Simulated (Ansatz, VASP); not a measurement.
## One calculation of Sn, two programs

```
Sn
1.0
     2.14338    1.23748    1.75030
    -2.14338    1.23748    1.75030
     0.00000   -2.47497    1.75030
Sn
1
Direct
  0.50000 0.50000 0.50000
```

Alike in both runs: functional PBEsol; k mesh 18 × 18 × 18; occupations gaussian, width 0.1 eV; no spin polarisation.

Ansatz relaxed the structure, and its values are those at the end. VASP's run is a single point on that final structure, the one shown.

```csv
,VASP,Ansatz
version,VASP 6.6.1,Ansatz 0.2.0
potentials or method,"VASP PAW PBE potentials, release 64 (Sn_d), cutoff 520 eV","scalar-relativistic, plane waves, PAW"
valence electrons in the cell,14,14
```

```tsv
	VASP	Ansatz	Ansatz less VASP
gap on the k mesh at the Fermi level (eV)	none	none	-
pressure (GPa)	-0.1	0.0	+0.05
```

VASP's potentials were made for PBE, not for PBEsol. A gap of «none» marks a metal or a gap that the smearing closes. With one functional, cell and mesh, what is left measures potentials, basis and numerics.
